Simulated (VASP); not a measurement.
Here is a VASP 6.6.1 calculation.

Contents of INCAR:

```
  PREC = Accurate
  ENCUT = 600
  EDIFF = 1E-6
  ISMEAR = 0
  SIGMA = 0.1
  LREAL = F
  LASPH = T
  NELM = 80
  ALGO = Normal
  ISIF = 3
  LWAVE = F
  LCHARG = F
  GGA = PE
  IBRION = 2
  NSW = 100
  EDIFFG = -0.01
```

KPOINTS

```
Automatic mesh
0
Gamma
  14 14 10
```

POSCAR

```
TaSi2
1.0
    3.3245865169      0.0000000000      0.0000000000
    0.0000000000      3.3245865169      0.0000000000
    0.0000000000      0.0000000000      4.9494865720
Ta Si
1 2
Direct
    0.0000000000      0.0000000000      0.0000000000
    0.0000000000      0.0000000000      0.5000000000
    0.5000000000      0.5000000000      0.5000000000
```

Potentials or basis: VASP PAW PBE potentials, release 64 (Ta_pv, Si).

Command:

```bash
$ cat potpaw_PBE.64/Ta_pv/POTCAR potpaw_PBE.64/Si/POTCAR > POTCAR
$ mpirun -np 1 vasp_std > vasp.out
```

Problem. What does it give for the band gap on the k mesh?

Solution. Zero (an odd number of electrons rules out a gap without spin polarisation).

Problem. Estimate the relaxed volume.

Solution. 18.31 Å³/atom.

Final structure:
```yaml
crystal:
  lattice:
    - [3.33698, 0.00000, 0.00000]
    - [0.00000, 3.33698, 0.00000]
    - [0.00000, 0.00000, 4.93318]
  atoms:
    - { symbol: Ta, position: [0.00000, 0.00000, 0.00000] }
    - { symbol: Si, position: [0.00000, 0.00000, 0.50000] }
    - { symbol: Si, position: [0.50000, 0.50000, 0.50000] }
```

Caveat: spin-orbit coupling is left out, which moves the levels of the heavy elements.
